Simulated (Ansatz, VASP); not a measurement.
**ZrO2: VASP beside Ansatz**

The input INCAR:

```
SYSTEM = ZrO2
ALGO = Normal
EDIFF = 1E-6
ENCUT = 600
GGA = PE
GGA_COMPAT = .False.
ISIF = 2
ISMEAR = 0
LASPH = .True.
LCHARG = .False.
LREAL = .False.
LWAVE = .False.
NBANDS = 19
NELM = 120
PREC = Accurate
SIGMA = 0.01
```

Contents of KPOINTS:

```
k-points
0
Gamma
  6 6 6
  0 0 0
```

POSCAR

```
ZrO2
1.0
    0.0000000000      2.5179860645      2.5179860645
    2.5179860645      0.0000000000      2.5179860645
    2.5179860645      2.5179860645      0.0000000000
Zr O
1 2
Direct
    0.0000000000      0.0000000000      0.0000000000
    0.2500000000      0.2500000000      0.2500000000
    0.7500000000      0.7500000000      0.7500000000
```

Input for Ansatz:

```yaml
crystal:
  lattice:
    - [0.0, 2.5179860645414465, 2.5179860645414465]
    - [2.5179860645414465, 0.0, 2.5179860645414465]
    - [2.5179860645414465, 2.5179860645414465, 0.0]
  atoms:
    - { symbol: Zr, position: [0.0, 0.0, 0.0] }
    - { symbol: O, position: [0.25, 0.25, 0.25] }
    - { symbol: O, position: [0.75, 0.75, 0.75] }
basis:
  ecutwfc: 500.0
kpoints:
  mp_grid:
    grid: [6, 6, 6]
hamiltonian:
  xc: pbe
scf:
  occupations:
    method: fixed
output:
  stress: true
```

Alike in both runs: task single point; functional PBE; k mesh 6 × 6 × 6; no spin polarisation.

```csv
,VASP,Ansatz
version,VASP 6.6.1,Ansatz 0.2.0
potentials or method,"VASP PAW PBE potentials, release 64 (Zr_sv, O), cutoff 600 eV","plane waves, PAW"
occupations,"gaussian, width 0.01 eV",fixed
valence electrons in the cell,24,24
```

|  | VASP | Ansatz | Ansatz less VASP |
| --- | --- | --- | --- |
| pressure (GPa) | 12.4 | 12.3 | -0.11 |
